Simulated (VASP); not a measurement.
A run of VASP 6.6.1:

File INCAR:

```
ALGO = Normal
EDIFF = 1E-6
ENCUT = 600
GGA = CA
GGA_COMPAT = False
ISIF = 2
ISMEAR = -1
LASPH = True
LCHARG = False
LREAL = False
LWAVE = False
NBANDS = 7
NELM = 120
PREC = Accurate
SIGMA = 0.1
```

File KPOINTS:

```
k-points
0
Gamma
  17 17 17
```

The input POSCAR:

```
Be
1.0
    0.0000000000      1.5537504652      1.5537504652
    1.5537504652      0.0000000000      1.5537504652
    1.5537504652      1.5537504652      0.0000000000
Be
1
Direct
    0.0000000000      0.0000000000      0.0000000000
```

Potentials or basis: VASP PAW LDA potentials, release 64 (Be).

Command:

```console
$ cat potpaw_LDA.64/Be/POTCAR > POTCAR
$ mpirun -np 1 vasp_std > vasp.out
```

Hardware: 1 thread of Intel Xeon 8259CL (shared host).

Question: Estimate the wall time of this run.

Answer: It took 10 s on 1 thread of Intel Xeon 8259CL, with other jobs on the host, peak memory 0.11 GiB. Counts: scf iterations 9, k points 165.
